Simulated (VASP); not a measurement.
A run of VASP 6.6.1:

The input INCAR:

```
ALGO = Fast
EDIFF = 1E-6
ENCUT = 520
GGA = CA
ISIF = 2
ISMEAR = 0
LASPH = T
LCHARG = F
LREAL = F
LWAVE = F
NBANDS = 12
NELM = 100
PREC = Accurate
SIGMA = 0.1
```

File KPOINTS:

```
k-points
0
Gamma
  18 18 18
```

File POSCAR:

```
Au
1.0
    0.0000000000      2.0241346393      2.0241346393
    2.0241346393      0.0000000000      2.0241346393
    2.0241346393      2.0241346393      0.0000000000
Au
1
Direct
    0.0000000000      0.0000000000      0.0000000000
```

Potentials or basis: VASP PAW LDA potentials, release 64 (Au).

Command:

```console
$ cat potpaw_LDA.64/Au/POTCAR > POTCAR
$ mpirun -np 1 vasp_std > vasp.out
```

Hardware: 1 thread of AMD EPYC 7R13 (shared host).

**Question.** How long does it take, and how much memory?

**Answer.** It took 79 s on 1 thread of AMD EPYC 7R13 (shared host), peak memory 0.13 GiB. Counts: scf iterations 12, k points 195.
